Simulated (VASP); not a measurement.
Input of a VASP 6.6.1 run:

File INCAR:

```
PREC = Accurate ; ENCUT = 520
EDIFF = 1E-8 ; ISMEAR = -1
SIGMA = 0.08 ; LREAL = F
LASPH = T ; NELM = 80
ALGO = Normal ; ISIF = 2
LWAVE = F ; LCHARG = F
GGA = PS ; LEFG = T
NBANDS = 14
```

Contents of KPOINTS:

```
regular mesh
0
Gamma
  16 16 16
```

POSCAR

```
Rh
1.0
    0.0000000000      1.9141434134      1.9141434134
    1.9141434134      0.0000000000      1.9141434134
    1.9141434134      1.9141434134      0.0000000000
Rh
1
Direct
    0.0000000000      0.0000000000      0.0000000000
```

Potentials or basis: VASP PAW PBE potentials, release 64 (Rh_pv).

The run is started by

```sh
$ cat potpaw_PBE.64/Rh_pv/POTCAR > POTCAR
$ mpirun -np 1 vasp_std > vasp.out
```

Task: What does it give for the pressure?

Result: -10.0 GPa.

Caveat: without QUAD_EFG the Cq values of the log hold for a quadrupole moment of 1 mb, not for the nuclei; the PAW data sets were made with another functional, which shifts forces and pressure a little.
